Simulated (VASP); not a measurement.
Input of a VASP 6.6.1 run:

The input INCAR:

```
  PREC = Accurate
  ENCUT = 500
  EDIFF = 1E-6
  ISMEAR = 0
  SIGMA = 0.01
  LREAL = F
  LASPH = T
  NELM = 120
  ALGO = Normal
  ISIF = 2
  LWAVE = F
  LCHARG = F
  GGA = PS
  NBANDS = 17
  GGA_COMPAT = F
```

KPOINTS

```
Automatic mesh
0
Gamma
  5 5 5
```

The input POSCAR:

```
PbS
1.0
    0.0000000000      2.9657500000      2.9657500000
    2.9657500000      0.0000000000      2.9657500000
    2.9657500000      2.9657500000      0.0000000000
Pb S
1 1
Direct
    0.0000000000      0.0000000000      0.0000000000
    0.5000000000      0.5000000000      0.5000000000
```

Potentials or basis: VASP PAW PBE potentials, release 64 (Pb_d, S).

Launch:

```console
$ cat potpaw_PBE.64/Pb_d/POTCAR potpaw_PBE.64/S/POTCAR > POTCAR
$ mpirun -np 1 vasp_std > vasp.out
```

Problem. Predict the pressure.

Solution. -1.1 GPa.

Caveat: the PAW data sets were made with another functional, which shifts forces and pressure a little.
